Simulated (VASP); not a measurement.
# Zr2H3 in VASP: further runs, part 3 of 3

VASP 6.6.1.

## 5. Relaxation of cell and atoms, PBE

INCAR reads:

```
SYSTEM = Zr2H3
PREC     = Accurate       ! precision mode
ENCUT    = 600            ! plane-wave cutoff, eV
EDIFF    = 1E-6           ! SCF threshold, eV
ISMEAR   = 0              ! smearing method
SIGMA    = 0.1            ! smearing width, eV
LREAL    = .FALSE.        ! projectors in reciprocal space
LASPH    = .TRUE.         ! aspherical terms in the spheres
NELM     = 80             ! most SCF steps
ALGO     = Normal         ! electronic algorithm
ISIF     = 3              ! what is computed and relaxed
LWAVE    = .FALSE.        ! write WAVECAR
LCHARG   = .FALSE.        ! write CHGCAR
GGA      = PE             ! functional
IBRION   = 2              ! ionic algorithm
NSW      = 90             ! ionic steps
EDIFFG   = -0.04          ! ionic threshold
```

KPOINTS reads:

```
Automatic mesh
0
G
  6 6 4
  0 0 0
```

POSCAR reads:

```
Zr2H3
1.0
    3.6161732618      0.0000000000      0.0000000000
    0.0000000000      3.6161732618      0.0000000000
    0.0000000000      0.0000000000      5.6205575035
Zr H
2 3
Direct
    0.5000000000      0.5000000000      0.5000000000
    0.5000000000      0.5000000000      0.0000000000
    0.5000000000      0.0000000000      0.0000000000
    0.0000000000      0.5000000000      0.0000000000
    0.0000000000      0.0000000000      0.0000000000
```

Potentials or basis: VASP PAW PBE potentials, release 64 (Zr_sv, H).

The run is started by

```
$ cat potpaw_PBE.64/Zr_sv/POTCAR potpaw_PBE.64/H/POTCAR > POTCAR
$ mpirun -np 1 vasp_std > vasp.out
```

OUTCAR:

```text
SYSTEM = Zr2H3
   PREC = Accurate
   ENCUT = 600
   EDIFF = 1E-6
   ISMEAR = 0
   LREAL = .FALSE.
   LASPH = .TRUE.
   NELM = 80
   ISIF = 3
   GGA = PE
   IBRION = 2
   NSW = 90
   EDIFFG = -0.04

 ion  position               nearest neighbor table
   1  0.500  0.500  0.500-   2 2.81   2 2.81
   2  0.500  0.500  0.000-   3 1.81   4 1.81   3 1.81   4 1.81   1 2.81   1 2.81
   3  0.500  0.000  0.000-   2 1.81   2 1.81
   4  0.000  0.500  0.000-   2 1.81   2 1.81
   5  0.000  0.000  0.000-

  LATTYP: Found a simple tetragonal cell.
 ALAT       =     3.6161732618
 C/A-ratio  =     1.5542832427

  Lattice vectors:

 A1 = (   3.6161732618,   0.0000000000,   0.0000000000)
 A2 = (   0.0000000000,   3.6161732618,   0.0000000000)
 A3 = (   0.0000000000,   0.0000000000,   5.6205575035)

Analysis of symmetry for initial positions (statically):
=====================================================================
 Subroutine PRICEL returns:
 Original cell was already a primitive cell.

 Routine SETGRP: Setting up the symmetry group for a
 simple tetragonal supercell.

 Subroutine GETGRP returns: Found 16 space group operations
 (whereof 16 operations were pure point group operations)
 out of a pool of 16 trial point group operations.

The static configuration has the point symmetry D_4h.

Analysis of symmetry for dynamics (positions and initial velocities):
=====================================================================
 Subroutine PRICEL returns:
 Original cell was already a primitive cell.

 Routine SETGRP: Setting up the symmetry group for a
 simple tetragonal supercell.
[... 183 lines left out ...]
 -----------------------------------------------------------------------------------
      1.80809      1.80809      2.81028         0.000000      0.000000      0.000000
      1.80809      1.80809      0.00000         0.000000      0.000000      0.000000
      1.80809      0.00000      0.00000         0.000000      0.000000      0.000000
      0.00000      1.80809      0.00000         0.000000      0.000000      0.000000
      0.00000      0.00000      0.00000         0.000000      0.000000      0.000000
 -----------------------------------------------------------------------------------
    total drift:                                0.000000      0.000000      0.000000

  FREE ENERGIE OF THE ION-ELECTRON SYSTEM (eV)
  ---------------------------------------------------
  free  energy   TOTEN  =       -23.0909203806 eV

  energy  without entropy=      -23.0768809971  energy(sigma->0) =      -23.08390069

--------------------------------------- Ionic step        2  -------------------------------------------

 number of electron      26.9999999 magnetization

 Free energy of the ion-electron system (eV)
  ---------------------------------------------------
  ext. energy  EPLUGINS =         0.00000000
  ---------------------------------------------------
  free energy    TOTEN  =       -23.09122204 eV

  energy without entropy =      -23.07680608  energy(sigma->0) =      -23.08401406

 E-fermi :   4.8868     XC(G=0):  -9.5562

 val. band max:        4.8797805018   @ k =   0.5000   0.3333   0.0000
 cond. band min:       4.8986053926   @ k =   0.1667   0.0000   0.0000
 fundamental gap:      0.0188248908
 Fermi energy:         4.8867566234

 k-point     1 :       0.0000    0.0000    0.0000
  band No.  band energies     occupation
      1     -44.4373      2.00000
      2     -43.4671      2.00000
      3     -22.8568      2.00000
      4     -22.3698      2.00000
      5     -22.3698      2.00000
      6     -21.5192      2.00000
[... 457 lines left out ...]
      4     -22.4422      2.00000
      5     -22.3501      2.00000
      6     -21.8426      2.00000
[... 9 lines left out ...]
     16       6.3738      0.00000
     17       6.6569      0.00000

 [... further k-points ...]
[... 5 lines left out ...]
  --------------------------------------------------------------------------------------
  -------------------------------------------------------------------------------------
  Total       -0.0064758     -0.0064758      0.0880206      0.0000000     -0.0000000      0.0000000
  in kB       -0.1407633     -0.1407633      1.9132894      0.0000000     -0.0000000      0.0000000
  external PRESSURE =       0.5439210 kB  Pullay stress =       0.0000000 kB

 VOLUME and BASIS-vectors are now :
 -----------------------------------------------------------------------------
  energy-cutoff  :      600.00
  volume of cell :       73.71
      direct lattice vectors                 reciprocal lattice vectors
     3.617736434  0.000000000  0.000000000     0.276415935  0.000000000  0.000000000
     0.000000000  3.617736434 -0.000000000     0.000000000  0.276415935  0.000000000
     0.000000000 -0.000000000  5.631712775     0.000000000  0.000000000  0.177565874

 POSITION                                       TOTAL-FORCE (eV/Angst)
 -----------------------------------------------------------------------------------
      1.80887      1.80887      2.81586         0.000000      0.000000      0.000000
      1.80887      1.80887     -0.00000         0.000000     -0.000000      0.000000
      1.80887      0.00000      0.00000         0.000000      0.000000      0.000000
      0.00000      1.80887     -0.00000         0.000000      0.000000      0.000000
      0.00000      0.00000      0.00000         0.000000      0.000000      0.000000
 -----------------------------------------------------------------------------------
    total drift:                                0.000000      0.000000      0.000000

  FREE ENERGIE OF THE ION-ELECTRON SYSTEM (eV)
  ---------------------------------------------------
  free  energy   TOTEN  =       -23.0912220447 eV

  energy  without entropy=      -23.0768060781  energy(sigma->0) =      -23.08401406

 reached required accuracy - stopping structural energy minimisation
```

OSZICAR:

```text
N       E                     dE             d eps       ncg     rms          rms(c)
DAV:   1     0.245251900832E+03    0.24525E+03   -0.14603E+04  1020   0.160E+03
DAV:   2    -0.552409035949E+01   -0.25078E+03   -0.24819E+03  1195   0.424E+02
DAV:   3    -0.254366094995E+02   -0.19913E+02   -0.19538E+02  1916   0.918E+01
[... 15 lines left out ...]
DAV:   3    -0.230912082015E+02    0.37021E-03   -0.22557E-03  1508   0.344E-01    0.693E-02
DAV:   4    -0.230912014035E+02    0.67979E-05   -0.31918E-04  1658   0.101E-01    0.472E-02
DAV:   5    -0.230912155656E+02   -0.14162E-04   -0.68866E-05  1577   0.397E-02    0.212E-02
DAV:   6    -0.230912230315E+02   -0.74659E-05   -0.45290E-05  1645   0.403E-02    0.114E-02
DAV:   7    -0.230912220447E+02    0.98684E-06   -0.30479E-06   941   0.133E-02
   2 F= -.23091222E+02 E0= -.23084014E+02  d E =-.301664E-03
```

CONTCAR:

```text
Zr2H3
   1.00000000000000
     3.6177364340594012    0.0000000000000000    0.0000000000000000
     0.0000000000000000    3.6177364340594012   -0.0000000000000000
     0.0000000000000000   -0.0000000000000000    5.6317127752222502
  Zr              H
     2     3
Direct
     0.5000000000000000    0.5000000000000000    0.5000000000000000
     0.5000000000000000    0.5000000000000000    0.0000000000000000
     0.5000000000000000    0.0000000000000000    0.0000000000000000
     0.0000000000000000    0.5000000000000000    0.0000000000000000
     0.0000000000000000    0.0000000000000000    0.0000000000000000

  0.00000000E+00  0.00000000E+00  0.00000000E+00
  0.00000000E+00  0.00000000E+00  0.00000000E+00
  0.00000000E+00  0.00000000E+00  0.00000000E+00
  0.00000000E+00  0.00000000E+00  0.00000000E+00
  0.00000000E+00  0.00000000E+00  0.00000000E+00
```

It took 32 s on 1 thread of Intel Xeon 6975P-C (Granite Rapids), shared host; peak memory 0.22 GiB.

Results:

| Quantity | Value |
| --- | --- |
| Free energy | -23.0912 eV |
| Relaxed volume | 14.74 Å³/atom |
| Relaxed cell | a = 3.618 Å, b = 3.618 Å, c = 5.632 Å, α = 90.00°, β = 90.00°, γ = 90.00° |
| Space group after relaxing (to 0.1 Å) | P4/mmm (No. 123) |
| Energy gained by relaxing | 0.1 meV/atom |
| Ionic steps | 2 |
| Pressure after relaxing | 0.1 GPa |
| Band gap on the k mesh | zero (an odd number of electrons rules out a gap without spin polarisation) |

The path:
| step | energy change (eV) | largest force (eV/Å) | pressure (GPa) | volume (Å³) |
| --- | --- | --- | --- | --- |
| 1 | 0.0000 | 0.0000 | 0.21 | 73.50 |
| 2 | -0.0003 | 0.0000 | 0.05 | 73.71 |

Final structure:
```
CELL_PARAMETERS angstrom
3.61774 0.00000 0.00000
0.00000 3.61774 0.00000
0.00000 0.00000 5.63171
ATOMIC_POSITIONS crystal
Zr 0.50000 0.50000 0.50000
Zr 0.50000 0.50000 0.00000
H 0.50000 0.00000 0.00000
H 0.00000 0.50000 0.00000
H 0.00000 0.00000 0.00000
```

## 6. Relaxation of cell and atoms, PBE

INCAR reads:

```
PREC     = Accurate       # precision mode
ENCUT    = 600            # plane-wave cutoff, eV
EDIFF    = 1E-6           # SCF threshold, eV
ISMEAR   = 0              # smearing method
SIGMA    = 0.1            # smearing width, eV
LREAL    = False          # projectors in reciprocal space
LASPH    = True           # aspherical terms in the spheres
NELM     = 60             # most SCF steps
ALGO     = Normal         # electronic algorithm
ISIF     = 3              # what is computed and relaxed
LWAVE    = False          # write WAVECAR
LCHARG   = False          # write CHGCAR
GGA      = PE             # functional
IBRION   = 2              # ionic algorithm
NSW      = 100            # ionic steps
EDIFFG   = -0.01          # ionic threshold
```

KPOINTS reads:

```
regular mesh
0
Gamma
  10 10 8
```

POSCAR is that of step 5.

Potentials or basis: VASP PAW PBE potentials, release 64 (Zr_sv, H).

The run is started by

```
$ cat potpaw_PBE.64/Zr_sv/POTCAR potpaw_PBE.64/H/POTCAR > POTCAR
$ mpirun -np 1 vasp_std > vasp.out
```

It took 3.5 min on 1 thread of Intel Xeon 6975P-C (Granite Rapids), shared host; peak memory 0.3 GiB.

The run converged. Its results:

```yaml
Free_energy: -23.0157 eV
Relaxed_volume: 14.89 Å³/atom
Relaxed_cell: a = 3.594 Å, b = 3.594 Å, c = 5.766 Å, α = 90.00°, β = 90.00°, γ = 90.00°
Space_group_after_relaxing_to_0.1_Å: P4/mmm (No. 123)
Energy_gained_by_relaxing: 4.0 meV/atom
Ionic_steps: 4
Pressure_after_relaxing: 0.0 GPa
Band_gap_on_the_k_mesh: zero (an odd number of electrons rules out a gap without spin polarisation)
```

Step by step:
| step | energy change (eV) | largest force (eV/Å) | pressure (GPa) | volume (Å³) |
| --- | --- | --- | --- | --- |
| 1 | 0.0000 | 0.0000 | 0.54 | 73.50 |
| 2 | -0.0159 | 0.0000 | 0.25 | 74.02 |
| 3 | -0.0200 | 0.0000 | 0.06 | 74.42 |
| 4 | -0.0200 | 0.0000 | 0.04 | 74.47 |

Final structure:
```cif
data_structure
_symmetry_space_group_name_H-M 'P 1'
_symmetry_Int_Tables_number 1
_cell_length_a 3.5937
_cell_length_b 3.5937
_cell_length_c 5.7659
_cell_angle_alpha 90.000
_cell_angle_beta 90.000
_cell_angle_gamma 90.000
_cell_volume 74.47
loop_
_atom_site_label
_atom_site_type_symbol
_atom_site_fract_x
_atom_site_fract_y
_atom_site_fract_z
_atom_site_occupancy
Zr1 Zr 0.50000 0.50000 0.50000 1
Zr2 Zr 0.50000 0.50000 0.00000 1
H1 H 0.50000 0.00000 0.00000 1
H2 H 0.00000 0.50000 0.00000 1
H3 H 0.00000 0.00000 0.00000 1
```

Levels at points of the mesh, in eV from the Fermi level:
```
           k point  band 10  band 11  band 12  band 13  band 14  band 15  band 16  band 17
(0.00, 0.00, 0.00)    -5.79    -2.88    -1.22    -0.31     0.58     0.58     0.75     2.65
(0.50, 0.00, 0.00)    -5.27    -1.93    -1.88    -0.41     0.83     1.05     1.53     1.61
(0.50, 0.50, 0.00)    -2.59    -2.59    -1.42    -1.31    -1.31    -0.41     3.14     3.62
(0.00, 0.00, 0.50)    -5.77    -2.99    -0.43     0.09     0.38     1.77     1.77     2.20
(0.50, 0.00, 0.50)    -5.30    -1.16    -0.97     0.34     0.81     0.94     1.37     1.67
(0.50, 0.50, 0.50)    -2.73    -2.73    -0.74    -0.04    -0.04     0.93     0.93     1.21
```

## 7. Summary

| task | cell | k mesh | cutoff (eV) | gap on the mesh (eV) | pressure (GPa) | relaxed volume (Å³/atom) |
| --- | --- | --- | --- | --- | --- | --- |
| single point | a = 3.616, b = 3.616, c = 5.621 Å, 5 atoms, atomic positions A | 6 × 6 × 4 | 520 | none | 0.2 | - |
| single point | a = 3.639, b = 5.621, c = 3.593 Å, 5 atoms, atomic positions B | 6 × 4 × 4 | 520 | none | 0.1 | - |
| single point | a = 3.595, b = 3.595, c = 5.765 Å, 5 atoms, atomic positions A | 10 × 10 × 8 | 520 | none | -0.1 | - |
| relaxation of cell and atoms | relaxed from a = 3.616, b = 3.616, c = 5.621 Å, 5 atoms, atomic positions A | 6 × 6 × 4 | 600 | none | 0.1 | 14.74 |
| relaxation of cell and atoms | relaxed from a = 3.616, b = 3.616, c = 5.621 Å, 5 atoms, atomic positions A | 10 × 10 × 8 | 600 | none | 0.0 | 14.89 |

Alike in all rows: level PBE; potentials or basis VASP PAW PBE potentials, release 64 (Zr_sv, H); no spin polarisation; smearing gaussian 0.1 eV.

Caveats: some runs use coarse meshes.

Absolute energies hang on the potentials; compare differences alone.
